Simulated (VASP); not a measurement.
# AlN: single point with r2SCAN

AlN:

```
CELL_PARAMETERS angstrom
0.00000 2.18490 2.11935
2.18490 0.00000 2.11935
2.18490 2.18490 0.00000
ATOMIC_POSITIONS crystal
Al 0.00000 0.00000 0.00000
N 0.75000 0.75000 0.75000
```

This cell differs from its parent crystal: strain +0.000 along x and y, -0.030 along z.

```
Program             : VASP 6.6.1
Task                : single point
Functional          : r2SCAN
Potentials or basis : VASP PAW PBE potentials, release 64 (Al, N)
Cutoff              : 520 eV
k mesh              : 10 × 10 × 10
Occupations         : gaussian, width 0.05 eV
Spin                : no spin polarisation
```

```
Pressure               : 6.3 GPa
Band gap on the k mesh : 3.78 eV, indirect (least direct gap 5.08 eV)
```

Stress tensor (GPa, compression positive):
```
5.02 0.00 0.00
0.00 5.02 0.00
0.00 0.00 8.95
```

Levels at points of the mesh, in eV from the valence-band top:
```
           k point  band 1  band 2  band 3  band 4  band 5  band 6  band 7  band 8  band 9
(0.00, 0.00, 0.00)  -16.00   -0.12   -0.12    0.00    5.08   13.72   13.76   13.76   18.18
(0.50, 0.00, 0.00)  -13.90   -6.10   -0.70   -0.44    8.37   10.96   11.76   12.40   19.61
(0.50, 0.50, 0.00)  -13.15   -4.93   -2.10   -2.10    3.78    9.26   15.93   17.08   17.08
(0.50, 0.00, 0.50)  -13.29   -5.22   -1.83   -1.83    3.93    9.74   15.34   16.86   17.83
```

Wall time 34 s on 1 thread of Intel(R) Xeon(R) Platinum 8559C (Emerald Rapids), with other jobs on the host, peak memory 0.15 GiB.

Caveat: the cell differs from its parent crystal (strain +0.000 along x and y, -0.030 along z); the PAW data sets were made with another functional, which shifts forces and pressure a little. A k mesh can miss the band edges.
